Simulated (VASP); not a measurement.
# SiNi (CsCl type) (Pm-3m) in VASP: a series of runs

Runs on SiNi (CsCl type). Level: PBE. Tasks: relaxation of cell and atoms.

Everything below comes from runs of VASP 6.6.1. Logs are shortened: lines on timing, memory, paths and dates and some standing lists are left out, and cuts for length are marked.

### Step 1. The cell of the first run

Symmetry: Pm-3m, No. 221, cubic system. Conventional cell: a = 2.782 Å, b = 2.782 Å, c = 2.782 Å, α = 90.00°, β = 90.00°, γ = 90.00°. Ni (site symmetry m-3m) has 8 Si at 2.41 Å and 6 Ni at 2.78 Å within 3.2 Å. Within 3.2 Å of Si (site symmetry m-3m) lie 8 Ni at 2.41 Å and 6 Si at 2.78 Å.

### Step 2. Relaxation of cell and atoms, PBE, target pressure 12 GPa, at which the enthalpy is minimised

File INCAR:

```
SYSTEM = SiNi
PREC = Accurate ; ENCUT = 600
EDIFF = 1E-7 ; ISMEAR = -1
SIGMA = 0.05 ; LREAL = .FALSE.
LASPH = .TRUE. ; NELM = 100
ALGO = Normal ; ISIF = 3
LWAVE = .FALSE. ; LCHARG = .FALSE.
GGA = PE ; IBRION = 2
NSW = 32 ; EDIFFG = -0.005
PSTRESS = 120.0
```

File KPOINTS:

```
regular mesh
0
G
  14 14 14
  0 0 0
```

File POSCAR:

```
SiNi
1.0
    2.7816212507      0.0000000000      0.0000000000
    0.0000000000      2.7816212507      0.0000000000
    0.0000000000      0.0000000000      2.7816212507
Ni Si
1 1
Direct
    0.0000000000      0.0000000000      0.0000000000
    0.5000000000      0.5000000000      0.5000000000
```

Potentials or basis: VASP PAW PBE potentials, release 64 (Ni, Si).

On the command line:

```sh
cat potpaw_PBE.64/Ni/POTCAR potpaw_PBE.64/Si/POTCAR > POTCAR
mpirun -np 1 vasp_std > vasp.out
```

OUTCAR:

```text
SYSTEM = SiNi
   PREC = Accurate
   ENCUT = 600
   EDIFF = 1E-7
   ISMEAR = -1
   LREAL = .FALSE.
   LASPH = .TRUE.
   NELM = 100
   ISIF = 3
   GGA = PE
   IBRION = 2
   NSW = 32
   EDIFFG = -0.005
   PSTRESS = 120.0

 ion  position               nearest neighbor table
   1  0.000  0.000  0.000-   2 2.41   2 2.41   2 2.41   2 2.41   2 2.41   2 2.41   2 2.41   2 2.41

   2  0.500  0.500  0.500-   1 2.41   1 2.41   1 2.41   1 2.41   1 2.41   1 2.41   1 2.41   1 2.41

  LATTYP: Found a simple cubic cell.
 ALAT       =     2.7816212507

  Lattice vectors:

 A1 = (   2.7816212507,   0.0000000000,   0.0000000000)
 A2 = (   0.0000000000,   2.7816212507,   0.0000000000)
 A3 = (   0.0000000000,   0.0000000000,   2.7816212507)

Analysis of symmetry for initial positions (statically):
=====================================================================
 Subroutine PRICEL returns:
 Original cell was already a primitive cell.

 Routine SETGRP: Setting up the symmetry group for a
 simple cubic supercell.

 Subroutine GETGRP returns: Found 48 space group operations
 (whereof 48 operations were pure point group operations)
 out of a pool of 48 trial point group operations.

The static configuration has the point symmetry O_h .

Analysis of symmetry for dynamics (positions and initial velocities):
=====================================================================
 Subroutine PRICEL returns:
 Original cell was already a primitive cell.

 Routine SETGRP: Setting up the symmetry group for a
 simple cubic supercell.

 Subroutine GETGRP returns: Found 48 space group operations
 (whereof 48 operations were pure point group operations)
 out of a pool of 48 trial point group operations.

The dynamic configuration has the point symmetry O_h .

 Subroutine INISYM returns: Found 48 space group operations
 (whereof 48 operations are pure point group operations),
 and found     1 'primitive' translations

----------------------------------------------------------------------------------------

                                     Primitive cell

  volume of cell :      21.5226

  direct lattice vectors                    reciprocal lattice vectors
     2.781621251  0.000000000  0.000000000     0.359502574  0.000000000  0.000000000
     0.000000000  2.781621251  0.000000000     0.000000000  0.359502574  0.000000000
     0.000000000  0.000000000  2.781621251     0.000000000  0.000000000  0.359502574

  length of vectors
     2.781621251  2.781621251  2.781621251     0.359502574  0.359502574  0.359502574

  position of ions in fractional coordinates (direct lattice)
     0.000000000  0.000000000  0.000000000
     0.500000000  0.500000000  0.500000000

  ion indices of the primitive-cell ions
   primitive index   ion index
                 1           1
                 2           2

----------------------------------------------------------------------------------------

 KPOINTS: regular mesh

Automatic generation of k-mesh.
 Grid dimensions read from file:
 generate k-points for:   14   14   14

 Generating k-lattice:

  Cartesian coordinates                     Fractional coordinates (reciprocal lattice)
     0.025678755  0.000000000  0.000000000     0.071428571  0.000000000  0.000000000
     0.000000000  0.025678755  0.000000000     0.000000000  0.071428571  0.000000000
     0.000000000  0.000000000  0.025678755     0.000000000  0.000000000  0.071428571

  Length of vectors
     0.025678755  0.025678755  0.025678755

  Shift w.r.t. Gamma in fractional coordinates (k-lattice)
     0.000000000  0.000000000  0.000000000

 Subroutine IBZKPT returns following result:
 ===========================================

 Found    120 irreducible k-points:

 Following reciprocal coordinates:
            Coordinates               Weight
  0.000000  0.000000  0.000000      1.000000
  0.071429  0.000000  0.000000      6.000000
  0.142857  0.000000  0.000000      6.000000
  0.214286  0.000000  0.000000      6.000000
  0.285714  0.000000  0.000000      6.000000
  0.357143  0.000000  0.000000      6.000000
[... 16 lines left out ...]
  0.285714  0.214286  0.000000     24.000000
  0.357143  0.214286  0.000000     24.000000
 [... further k-points ...]
   k-points           NKPTS =    120   k-points in BZ     NKDIM =    120   number of bands    NBANDS=     11
   number of dos      NEDOS =    301   number of ions     NIONS =      2
   total plane-waves  NPLWV =  13824
   dimension x,y,z NGX =    24 NGY =   24 NGZ =   24
   dimension x,y,z NGXF=    48 NGYF=   48 NGZF=   48
   ions per type =               1   1
   NGX,Y,Z   is equivalent  to a cutoff of  14.34, 14.34, 14.34 a.u.
   NGXF,Y,Z  is equivalent  to a cutoff of  28.69, 28.69, 28.69 a.u.
 SYSTEM =  SiNi
   PREC   = accura    normal or accurate (medium, high low for compatibility)
   ISTART =      0    job   : 0-new  1-cont  2-samecut
   ICHARG =      2    charge: 1-file 2-atom 10-const
   ISPIN  =      1    spin polarized calculation?
   LNONCOLLINEAR =      F non collinear calculations
   LSORBIT =      F    spin-orbit coupling
   LASPH  =      T    aspherical Exc in radial PAW
   ENCUT  =  600.0 eV  44.10 Ry    6.64 a.u.   5.56  5.56  5.56*2*pi/ulx,y,z
   NELM   =    100;   NELMIN=  2; NELMDL= -5     # of ELM steps
   EDIFF  = 0.1E-06   stopping-criterion for ELM
   LREAL  =      F    real-space projection
   EDIFFG = -.5E-02   stopping-criterion for IOM
   NSW    =     32    number of steps for IOM
   IBRION =      2    ionic relax: 0-MD 1-quasi-New 2-CG
   NFREE  =      1    steps in history (QN), initial steepest desc. (CG)
   ISIF   =      3    stress and relaxation
   ISYM   =      2    0-nonsym 1-usesym 2-fastsym
   POTIM  = 0.5000    time-step for ionic-motion
   TEBEG  =    0.0;   TEEND  =   0.0 temperature during run
   PSTRESS=  120.0 pullay stress
   NELECT =      14.0000    total number of electrons
   NUPDOWN=      -1.0000    fix difference up-down
   EMIN   =  10.00;   EMAX   =-10.00  energy-range for DOS
   EFERMI =   0.00;   METHOD = LEGACY
   ISMEAR =    -1;   SIGMA  =   0.05  broadening in eV -4-tet -1-fermi 0-gaus
   EFERMI_NEDOS =   21; number of points for ismear=-14 and -15
   IALGO  =     38    algorithm
   IMIX   =      4    mixing-type and parameters
     AMIX     =   0.40;   BMIX     =  1.00
     AMIX_MAG =   1.60;   BMIX_MAG =  1.00
  volume/ion in A,a.u.               =      10.76        72.62
  Fermi-wavevector in a.u.,A,eV,Ry     =   1.418468  2.680516 27.375619  2.012051
  Thomas-Fermi vector in A             =   2.539590
   LORBIT       =      0    0 simple, 1 ext, 2 COOP (PROOUT), +10 PAW based schemes
   GGA     = PE    functional components
   LHFCALC =     F    Hartree Fock is set to
   AEXX    =    0.0000 exact exchange contribution
   IVDW    =     0    specifies the selected vdW correction
   LEPSILON=     F    determine dielectric tensor
   LRPA    =     F    only Hartree local field effects (RPA)
 conjugate gradient relaxation of ions
 non-spin polarized calculation
  energy-cutoff  :      600.00
  volume of cell :       21.52
 maximum number of plane-waves:       739
 NGX is ok and might be reduce to    24
   NGX = 11   NGY = 11   NGZ = 11

 number of electron      13.9999990 magnetization

 Free energy of the ion-electron system (eV)
  ---------------------------------------------------
  ext. energy  EPLUGINS =         0.00000000
  ---------------------------------------------------
  free energy    TOTEN  =       -11.41720699 eV

  energy without entropy =      -11.41333489  energy(sigma->0) =      -11.41527094

 E-fermi :  12.9914     XC(G=0): -12.8858

 val. band max:       12.9555503956   @ k =   0.4286   0.3571   0.3571
 cond. band min:      13.0130589137   @ k =   0.3571   0.3571   0.3571
 fundamental gap:      0.0575085181
 Fermi energy:        12.9913681439

 k-point     1 :       0.0000    0.0000    0.0000
  band No.  band energies     occupation
      1      -1.7984      2.00000
      2       8.3444      2.00000
      3       8.3444      2.00000
      4      10.3805      2.00000
      5      10.3805      2.00000
      6      10.3805      2.00000
      7      15.4500      0.00000
      8      15.4500      0.00000
      9      15.4500      0.00000
     10      19.7077      0.00000
     11      19.7077      0.00000

 k-point     2 :       0.0714    0.0000    0.0000
  band No.  band energies     occupation
      1      -1.7005      2.00000
      2       8.3011      2.00000
      3       8.3738      2.00000
      4      10.3119      2.00000
      5      10.3119      2.00000
      6      10.3865      2.00000
      7      14.7134      0.00000
      8      15.6048      0.00000
      9      15.6048      0.00000
     10      19.6931      0.00000
     11      20.3743      0.00000

 k-point     3 :       0.1429    0.0000    0.0000
  band No.  band energies     occupation
      1      -1.4084      2.00000
      2       8.1160      2.00000
      3       8.4575      2.00000
      4      10.1337      2.00000
      5      10.1337      2.00000
      6      10.4035      2.00000
      7      13.3770      0.00089
      8      16.0428      0.00000
      9      16.0428      0.00000
     10      19.6502      0.00000
     11      21.4250      0.00000

 k-point     4 :       0.2143    0.0000    0.0000
  band No.  band energies     occupation
      1      -0.9270      2.00000
      2       7.6316      2.00000
      3       8.5821      2.00000
      4       9.9045      2.00000
      5       9.9045      2.00000
      6      10.4282      2.00000
      7      12.2528      2.00000
      8      16.7087      0.00000
      9      16.7087      0.00000
     10      19.5826      0.00000
     11      22.2125      0.00000

 k-point     5 :       0.2857    0.0000    0.0000
  band No.  band energies     occupation
      1      -0.2657      2.00000
      2       6.7292      2.00000
      3       8.7259      2.00000
      4       9.6790      2.00000
      5       9.6790      2.00000
      6      10.4557      2.00000
      7      11.6237      2.00000
      8      17.5515      0.00000
      9      17.5515      0.00000
     10      19.4984      0.00000
     11      22.8607      0.00000
[... 211 lines left out ...]
 k-point    21 :       0.5000    0.1429    0.0000
  band No.  band energies     occupation
      1       2.3895      2.00000
      2       3.9634      2.00000
      3       9.0660      2.00000
      4       9.0830      2.00000
      5       9.4029      2.00000
      6      10.3373      2.00000
      7      11.3309      2.00000
      8      16.9617      0.00000
      9      19.1500      0.00000
     10      20.3981      0.00000
     11      21.7004      0.00000

 k-point    22 :       0.2143    0.2143    0.0000
  band No.  band energies     occupation
      1      -0.0864      2.00000
      2       7.9619      2.00000
      3       8.0297      2.00000
      4       9.4771      2.00000
      5       9.8996      2.00000
      6      10.1208      2.00000
      7      12.5373      1.99977
      8      13.6467      0.00000
      9      17.7605      0.00000
     10      20.6720      0.00000
     11      23.2818      0.00000

 k-point    23 :       0.2857    0.2143    0.0000
  band No.  band energies     occupation
      1       0.5474      2.00000
      2       7.2045      2.00000
      3       8.2175      2.00000
      4       9.3964      2.00000
      5       9.7658      2.00000
      6      10.1047      2.00000
      7      11.9384      2.00000
      8      13.9075      0.00000
      9      18.4671      0.00000
     10      20.1851      0.00000
     11      22.3879      0.00000

 k-point    24 :       0.3571    0.2143    0.0000
  band No.  band energies     occupation
      1       1.3267      2.00000
      2       6.1485      2.00000
      3       8.4525      2.00000
      4       9.3126      2.00000
      5       9.6157      2.00000
      6      10.1334      2.00000
      7      11.5193      2.00000
      8      14.5103      0.00000
      9      19.0946      0.00000
     10      19.2669      0.00000
     11      22.2561      0.00000

 [... further k-points ...]

------------------------ aborting loop because EDIFF is reached ----------------------------------------

  FORCE on cell =-STRESS in cart. coord.  units (eV):
  Direction    XX          YY          ZZ          XY          YZ          ZX
  --------------------------------------------------------------------------------------
  -------------------------------------------------------------------------------------
  Total        1.6099247      1.6099247      1.6099247     -0.0000000      0.0000000     -0.0000000
  in kB      119.8456184    119.8456184    119.8456184     -0.0000000      0.0000000     -0.0000000
  external PRESSURE =      -0.1543816 kB  Pullay stress =     120.0000000 kB

 VOLUME and BASIS-vectors are now :
 -----------------------------------------------------------------------------
  energy-cutoff  :      600.00
  volume of cell :       21.52
      direct lattice vectors                 reciprocal lattice vectors
     2.781621251  0.000000000  0.000000000     0.359502574  0.000000000  0.000000000
     0.000000000  2.781621251  0.000000000     0.000000000  0.359502574  0.000000000
     0.000000000  0.000000000  2.781621251     0.000000000  0.000000000  0.359502574

 POSITION                                       TOTAL-FORCE (eV/Angst)
 -----------------------------------------------------------------------------------
      0.00000      0.00000      0.00000         0.000000      0.000000      0.000000
      1.39081      1.39081      1.39081         0.000000      0.000000      0.000000
 -----------------------------------------------------------------------------------
    total drift:                                0.000000      0.000000      0.000000

  FREE ENERGIE OF THE ION-ELECTRON SYSTEM (eV)
  ---------------------------------------------------
  free  energy   TOTEN  =       -11.4172069902 eV

  energy  without entropy=      -11.4133348944  energy(sigma->0) =      -11.41527094

  enthalpy is  TOTEN    =        -9.8052084272 eV   P V=        1.6119985630

 reached required accuracy - stopping structural energy minimisation
```

Run time: 42 s. Hardware: 1 thread of Intel Xeon 8259CL, shared host; peak memory 0.17 GiB.

What came out:

```
Free energy             : -11.4172 eV
Pressure after relaxing : 12.0 GPa
Band gap on the k mesh  : zero (bands 7 and 8 overlap by 3.29 eV)
```

Final structure:
```cif
data_structure
_symmetry_space_group_name_H-M 'P 1'
_symmetry_Int_Tables_number 1
_cell_length_a 2.7816
_cell_length_b 2.7816
_cell_length_c 2.7816
_cell_angle_alpha 90.000
_cell_angle_beta 90.000
_cell_angle_gamma 90.000
_cell_volume 21.52
loop_
_atom_site_label
_atom_site_type_symbol
_atom_site_fract_x
_atom_site_fract_y
_atom_site_fract_z
_atom_site_occupancy
Ni1 Ni 0.00000 0.00000 0.00000 1
Si1 Si 0.50000 0.50000 0.50000 1
```

Caveat: the relaxation stopped at its first step, so nothing moved; the cell is relaxed towards a set pressure, so the run minimises the enthalpy, not the energy.

### Step 3. Relaxation of cell and atoms, PBE, target pressure 12 GPa, at which the enthalpy is minimised

This run uses another cell than the first one, of 11.62 Å³/atom.

File INCAR:

```
SYSTEM = SiNi
PREC = Accurate ; ENCUT = 600
EDIFF = 1E-6 ; ISMEAR = -1
SIGMA = 0.05 ; LREAL = .False.
LASPH = .True. ; NELM = 80
ALGO = Normal ; ISIF = 3
LWAVE = .False. ; LCHARG = .False.
GGA = PE ; IBRION = 2
NSW = 60 ; EDIFFG = -0.005
PSTRESS = 120.0
```

File KPOINTS:

```
Automatic mesh
0
Gamma
  14 14 14
  0 0 0
```

File POSCAR:

```
SiNi
1.0
    2.8540956517      0.0000000000      0.0000000000
    0.0000000000      2.8540956517      0.0000000000
    0.0000000000      0.0000000000      2.8540956517
Ni Si
1 1
Direct
    0.0000000000      0.0000000000      0.0000000000
    0.5000000000      0.5000000000      0.5000000000
```

Potentials or basis: VASP PAW PBE potentials, release 64 (Ni, Si).

On the command line:

```sh
cat potpaw_PBE.64/Ni/POTCAR potpaw_PBE.64/Si/POTCAR > POTCAR
mpirun -np 1 vasp_std > vasp.out
```

Run time: 2 min. Hardware: 1 thread of Intel Xeon 8259CL, shared host; peak memory 0.18 GiB.

It converged, with:

```
Free energy                                                : -11.4170 eV
Relaxed volume                                             : 10.76 Å³/atom
Relaxed cell                                               : a = 2.781 Å, b = 2.781 Å, c = 2.781 Å, α = 90.00°, β = 90.00°, γ = 90.00°
Space group after relaxing (to 0.1 Å)                      : Pm-3m (No. 221)
Energy change on relaxing (the run minimises the enthalpy) : +21.4 meV/atom
Ionic steps                                                : 4
Pressure after relaxing                                    : 12.0 GPa
Band gap on the k mesh                                     : zero (bands 7 and 8 overlap by 3.29 eV)
```

The path:
| step | energy change (eV) | largest force (eV/Å) | pressure (GPa) | volume (Å³) |
| --- | --- | --- | --- | --- |
| 1 | 0.0000 | 0.0000 | -3.07 | 23.25 |
| 2 | 0.2948 | 0.0000 | 35.85 | 19.76 |
| 3 | 0.0403 | 0.0000 | 11.74 | 21.55 |
| 4 | 0.0428 | 0.0000 | 12.05 | 21.51 |

Final structure:
```
Ni Si
1.0
     2.78121    0.00000    0.00000
     0.00000    2.78121    0.00000
     0.00000    0.00000    2.78121
Ni Si
1 1
Direct
  0.00000 0.00000 0.00000
  0.50000 0.50000 0.50000
```

Levels at points of the mesh, in eV from the Fermi level:
```csv
k point,band 3,band 4,band 5,band 6,band 7,band 8,band 9,band 10,band 11
"(0.00, 0.00, 0.00)",-4.65,-2.61,-2.61,-2.61,2.46,2.46,2.46,6.72,6.72
"(0.50, 0.00, 0.00)",-4.00,-3.66,-3.66,-2.49,-1.64,6.33,7.35,7.35,8.76
"(0.50, 0.50, 0.00)",-5.82,-4.81,-3.29,-3.29,-1.94,0.20,0.60,7.75,13.06
"(0.50, 0.50, 0.50)",-6.45,-2.02,-1.90,-1.90,0.57,0.57,0.57,2.33,2.33
```

Caveat: the cell is relaxed towards a set pressure, so the run minimises the enthalpy, not the energy. Spin polarisation is off, so any magnetic state and its effect on volume and gap are missing.
